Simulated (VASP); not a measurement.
AuCF:

```
C Au F
1.0
     3.10445    0.00000    0.00000
     0.00000    3.10445    0.00000
     0.00000    0.00000    4.26788
C Au F
1 1 1
Cartesian
  1.5522 1.5522 0.0000
  0.0000 0.0000 0.0000
  0.0000 0.0000 2.1339
```

```yaml
Program: VASP 6.6.1
Task: relaxation of cell and atoms
Functional: PBE
Potentials_or_basis: VASP PAW PBE potentials, release 64 (C, Au, F)
Cutoff: 600 eV
k_mesh: 14 × 14 × 12
Occupations: gaussian, width 0.1 eV
Spin: no spin polarisation
```

At the start: pressure 2.4 GPa; volume 13.71 Å³/atom.

Q: Where does the relaxation end?

A: Over 7 steps the energy falls by 58.2 meV/atom and the volume is 13.92 Å³/atom (+1.5 %); space group P4/mmm (No. 123, to 0.05 Å).

Step by step:
```csv
step,energy change (eV),largest force (eV/Å),pressure (GPa),volume (Å³)
1,0.0000,0.0000,2.41,41.13
2,-0.1723,0.0000,-1.52,42.26
3,-0.1723,0.0000,-1.42,42.24
4,-0.1737,0.0000,0.86,41.51
5,-0.1746,0.0000,-0.05,41.79
6,-0.1746,0.0000,-0.07,41.80
7,-0.1746,0.0000,0.01,41.76
```

Final structure:
```xyz
3
Lattice="3.0291 0.0000 0.0000 0.0000 3.0291 0.0000 0.0000 0.0000 4.5518" Properties=species:S:1:pos:R:3 pbc="T T T"
C     1.5145    1.5145    0.0000
Au    0.0000    0.0000    4.5518
F     0.0000    0.0000    2.2759
```
